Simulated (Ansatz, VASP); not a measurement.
## One calculation of Ta3S5, two programs

INCAR

```
SYSTEM = Ta3S5
ALGO = Normal
EDIFF = 1E-7
EDIFFG = -0.01
ENCUT = 600
GGA = PE
IBRION = 2
ISIF = 3
ISMEAR = 0
LASPH = .TRUE.
LCHARG = .FALSE.
LREAL = .FALSE.
LWAVE = .FALSE.
NELM = 80
NSW = 100
PREC = Accurate
SIGMA = 0.1
```

KPOINTS

```
k-points
0
G
  6 6 8
  0 0 0
```

Contents of POSCAR:

```
Ta3S5
1.0
    6.2153434100      0.0000000000      0.0000000000
   -3.1076717050      5.3826452864      0.0000000000
    0.0000000000      0.0000000000      4.6290134268
Ta S
3 5
Direct
    0.5000000000      0.0000000000      0.0000000000
    0.0000000000      0.5000000000      0.0000000000
    0.5000000000      0.5000000000      0.0000000000
    0.5000000000      0.0000000000      0.5000000000
    0.0000000000      0.5000000000      0.5000000000
    0.5000000000      0.5000000000      0.5000000000
    0.0000000000      0.0000000000      0.7131738668
    0.0000000000      0.0000000000      0.2868261332
```

Input for Ansatz:

```yaml
crystal:
  lattice:
    - [6.21534341, 0.0, 0.0]
    - [-3.107671705, 5.3826452864, 0.0]
    - [0.0, 0.0, 4.6290134268]
  atoms:
    - { symbol: Ta, position: [0.5, 0.0, 0.0] }
    - { symbol: Ta, position: [0.0, 0.5, 0.0] }
    - { symbol: Ta, position: [0.5, 0.5, 0.0] }
    - { symbol: S, position: [0.5, 0.0, 0.5] }
    - { symbol: S, position: [0.0, 0.5, 0.5] }
    - { symbol: S, position: [0.5, 0.5, 0.5] }
    - { symbol: S, position: [0.0, 0.0, 0.7131738668] }
    - { symbol: S, position: [0.0, 0.0, 0.2868261332] }
basis:
  ecutwfc: 420
kpoints:
  mp_grid: { grid: [6, 6, 8] }
hamiltonian:
  xc: pbe
scf:
  occupations: { method: gaussian, width: 0.1 }
output:
  forces: true
  stress: true
  eigenvalues: true
relax:
  adjacent_minimum: "off"
  f_tol: 0.01
  max_steps: 80
  cell: { stress_tol: 0.05 }
```

Alike in both runs: task relaxation of cell and atoms; functional PBE; k mesh 6 × 6 × 8; occupations gaussian, width 0.1 eV; no spin polarisation.

```csv
,VASP,Ansatz
version,VASP 6.6.1,Ansatz 0.2.0
potentials or method,"VASP PAW PBE potentials, release 64 (Ta_pv, S), cutoff 600 eV","scalar-relativistic, plane waves, PAW"
valence electrons in the cell,63,69
```

```csv
,VASP,Ansatz,Ansatz less VASP
"gap on the k mesh at the Fermi level, each at its own relaxed structure (eV)",none,none,-
relaxed volume (Å³/atom),19.36,19.36,0.000
relaxed cell length with the largest relative difference (Å),4.629,4.629,+0.0001
```

A gap of «none» marks a metal or a gap that the smearing closes. VASP's potentials hold 63 valence electrons a cell and Ansatz's 69, so a difference there can come from the potentials and not from the codes.

Spin-orbit coupling is off throughout.
